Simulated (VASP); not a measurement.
# Na (Im-3m) in VASP: further runs, part 2 of 2

VASP 6.6.1. The steps go on from the part before.

## 3. Relaxation of cell and atoms, LDA

This run uses another cell than the first one, of 39.26 Å³/atom, 1.176 times its volume.

INCAR reads:

```
PREC = Accurate ; ENCUT = 600
EDIFF = 1E-6 ; ISMEAR = 0
SIGMA = 0.02 ; LREAL = F
LASPH = T ; NELM = 100
ALGO = Normal ; ISIF = 3
LWAVE = F ; LCHARG = F
GGA = CA ; IBRION = 2
NSW = 80 ; EDIFFG = -0.01
```

KPOINTS reads:

```
regular mesh
0
Gamma
  7 7 7
```

POSCAR reads:

```
Na
1.0
   -2.1410000000      2.1410000000      2.1410000000
    2.1410000000     -2.1410000000      2.1410000000
    2.1410000000      2.1410000000     -2.1410000000
Na
1
Direct
    0.0000000000      0.0000000000      0.0000000000
```

Potentials or basis: VASP PAW LDA potentials, release 64 (Na_pv).

On the command line:

```sh
$ cat potpaw_LDA.64/Na_pv/POTCAR > POTCAR
$ mpirun -np 1 vasp_std > vasp.out
```

OUTCAR:

```text
PREC = Accurate
   ENCUT = 600
   EDIFF = 1E-6
   ISMEAR = 0
   LREAL = F
   LASPH = T
   NELM = 100
   ISIF = 3
   GGA = CA
   IBRION = 2
   NSW = 80
   EDIFFG = -0.01

 ion  position               nearest neighbor table
   1  0.000  0.000  0.000-

  LATTYP: Found a body centered cubic cell.
 ALAT       =     4.2820000000

  Lattice vectors:

 A1 = (  -2.1410000000,   2.1410000000,   2.1410000000)
 A2 = (   2.1410000000,  -2.1410000000,   2.1410000000)
 A3 = (   2.1410000000,   2.1410000000,  -2.1410000000)

Analysis of symmetry for initial positions (statically):
=====================================================================
 Subroutine PRICEL returns:
 Original cell was already a primitive cell.

 Routine SETGRP: Setting up the symmetry group for a
 body centered cubic supercell.

 Subroutine GETGRP returns: Found 48 space group operations
 (whereof 48 operations were pure point group operations)
 out of a pool of 48 trial point group operations.

The static configuration has the point symmetry O_h .

Analysis of symmetry for dynamics (positions and initial velocities):
=====================================================================
 Subroutine PRICEL returns:
 Original cell was already a primitive cell.

 Routine SETGRP: Setting up the symmetry group for a
 body centered cubic supercell.

 Subroutine GETGRP returns: Found 48 space group operations
 (whereof 48 operations were pure point group operations)
 out of a pool of 48 trial point group operations.

The dynamic configuration has the point symmetry O_h .

 Subroutine INISYM returns: Found 48 space group operations
 (whereof 48 operations are pure point group operations),
 and found     1 'primitive' translations

[... 110 lines left out ...]
  Thomas-Fermi vector in A             =   2.046866
   LORBIT       =      0    0 simple, 1 ext, 2 COOP (PROOUT), +10 PAW based schemes
   GGA     = CA    functional components
   LHFCALC =     F    Hartree Fock is set to
   AEXX    =    0.0000 exact exchange contribution
   IVDW    =     0    specifies the selected vdW correction
   LEPSILON=     F    determine dielectric tensor
   LRPA    =     F    only Hartree local field effects (RPA)
 conjugate gradient relaxation of ions
 non-spin polarized calculation
 Gauss-broadening in eV      SIGMA  =   0.02
  energy-cutoff  :      600.00
  volume of cell :       39.26
 maximum number of plane-waves:      1326
 NGX is ok and might be reduce to    30
   NGX = 15   NGY = 15   NGZ = 15

--------------------------------------- Ionic step        1  -------------------------------------------

 number of electron       6.9999996 magnetization

 Free energy of the ion-electron system (eV)
  ---------------------------------------------------
  ext. energy  EPLUGINS =         0.00000000
  ---------------------------------------------------
  free energy    TOTEN  =        -1.43050802 eV

  energy without entropy =       -1.42980860  energy(sigma->0) =       -1.43015831

------------------------ aborting loop because EDIFF is reached ----------------------------------------

  FORCE on cell =-STRESS in cart. coord.  units (eV):
  Direction    XX          YY          ZZ          XY          YZ          ZX
  --------------------------------------------------------------------------------------
  -------------------------------------------------------------------------------------
  Total       -0.2760206     -0.2760206     -0.2760206      0.0000000      0.0000000      0.0000000
  in kB      -11.2652806    -11.2652806    -11.2652806      0.0000000      0.0000000      0.0000000
  external PRESSURE =     -11.2652806 kB  Pullay stress =       0.0000000 kB
[... 22 lines left out ...]
--------------------------------------- Ionic step        2  -------------------------------------------

 number of electron       6.9999995 magnetization

 E-fermi :  -0.0102     XC(G=0):  -6.6806

 val. band max:       -0.0240417397   @ k =  -0.2857   0.4286   0.1429
 cond. band min:       0.3077804836   @ k =  -0.4286   0.4286   0.1429
 fundamental gap:      0.3318222233
 Fermi energy:        -0.0102249414

 k-point     1 :       0.0000    0.0000    0.0000
  band No.  band energies     occupation
      1     -24.8457      2.00000
      2     -24.8457      2.00000
      3     -24.8457      2.00000
      4      -3.1330      2.00000
      5      11.6477      0.00000
      6      11.6477      0.00000
      7      11.6477      0.00000
[... 292 lines left out ...]
--------------------------------------- Ionic step        5  -------------------------------------------

 number of electron       6.9999995 magnetization

 Free energy of the ion-electron system (eV)
  ---------------------------------------------------
  ext. energy  EPLUGINS =         0.00000000
  ---------------------------------------------------
  free energy    TOTEN  =        -1.45494013 eV

  energy without entropy =       -1.45424288  energy(sigma->0) =       -1.45459150

 E-fermi :   0.3619     XC(G=0):  -7.0536

 val. band max:        0.3483901843   @ k =  -0.2857   0.4286   0.1429
 cond. band min:       0.7054903182   @ k =  -0.4286   0.4286   0.1429
 fundamental gap:      0.3571001339
 Fermi energy:         0.3619403017

 k-point     1 :       0.0000    0.0000    0.0000
  band No.  band energies     occupation
      1     -24.3662      2.00000
      2     -24.3662      2.00000
      3     -24.3662      2.00000
      4      -3.0353      2.00000
      5      12.8718      0.00000
      6      12.8718      0.00000
      7      12.8718      0.00000
[... 216 lines left out ...]
  FREE ENERGIE OF THE ION-ELECTRON SYSTEM (eV)
  ---------------------------------------------------
  free  energy   TOTEN  =        -1.4549401324 eV

  energy  without entropy=       -1.4542428766  energy(sigma->0) =       -1.45459150

 reached required accuracy - stopping structural energy minimisation
```

OSZICAR:

```text
N       E                     dE             d eps       ncg     rms          rms(c)
DAV:   1     0.217426691479E+02    0.21743E+02   -0.40476E+03   280   0.915E+02
DAV:   2    -0.957532018929E+00   -0.22700E+02   -0.22700E+02   280   0.142E+02
DAV:   3    -0.142808188407E+01   -0.47055E+00   -0.47055E+00   399   0.303E+01
[... 34 lines left out ...]
DAV:   1    -0.145570973802E+01   -0.80969E-03   -0.24576E-02   280   0.351E+00    0.178E-01
DAV:   2    -0.145515271068E+01    0.55703E-03   -0.62824E-04   280   0.537E-01    0.915E-02
DAV:   3    -0.145495332449E+01    0.19939E-03   -0.30354E-04   280   0.353E-01    0.820E-03
DAV:   4    -0.145494042633E+01    0.12898E-04   -0.12256E-05   280   0.821E-02    0.117E-03
DAV:   5    -0.145494013236E+01    0.29397E-06   -0.10831E-07   140   0.860E-03
   5 F= -.14549401E+01 E0= -.14545915E+01  d E =-.244321E-01
```

CONTCAR:

```text
Na
   1.00000000000000
    -2.0227569045086464    2.0227569045086464    2.0227569045086464
     2.0227569045086464   -2.0227569045086464    2.0227569045086464
     2.0227569045086464    2.0227569045086464   -2.0227569045086464
  Na
     1
Direct
     0.0000000000000000    0.0000000000000000    0.0000000000000000

  0.00000000E+00  0.00000000E+00  0.00000000E+00
```

It took 16 s on 1 thread of Intel Xeon Platinum 8488C (Sapphire Rapids), shared host; peak memory 0.13 GiB.

What came out:

```yaml
Free_energy: -1.4549 eV
Relaxed_volume: 33.10 Å³/atom
Relaxed_cell: a = 3.504 Å, b = 3.504 Å, c = 3.504 Å, α = 109.47°, β = 109.47°, γ = 109.47°
Space_group_after_relaxing_to_0.05_Å: Im-3m (No. 229)
Energy_gained_by_relaxing: 24.4 meV/atom
Ionic_steps: 5
Pressure_after_relaxing: 0.0 GPa
```

Step by step:
| step | energy change (eV) | largest force (eV/Å) | pressure (GPa) | volume (Å³) |
| --- | --- | --- | --- | --- |
| 1 | 0.0000 | 0.0000 | -1.13 | 39.26 |
| 2 | -0.0099 | 0.0000 | -0.94 | 37.71 |
| 3 | -0.0244 | 0.0000 | -0.08 | 33.31 |
| 4 | -0.0244 | 0.0000 | 0.06 | 32.96 |
| 5 | -0.0244 | 0.0000 | -0.02 | 33.10 |

Final structure:
```yaml
crystal:
  lattice:
    - [-2.02276, 2.02276, 2.02276]
    - [2.02276, -2.02276, 2.02276]
    - [2.02276, 2.02276, -2.02276]
  atoms:
    - { symbol: Na, position: [0.00000, 0.00000, 0.00000] }
```

Levels at points of the mesh, in eV from the Fermi level:
| k point | band 1 | band 2 | band 3 | band 4 | band 5 | band 6 | band 7 |
| --- | --- | --- | --- | --- | --- | --- | --- |
| (0.00, 0.00, 0.00) | -24.73 | -24.73 | -24.73 | -3.40 | 12.51 | 12.51 | 12.51 |

Caveat: the volume moved by over 15 % at a fixed basis, so the end points are rough; the volume moved by -16 % from the deposited cell, more than functionals usually miss.
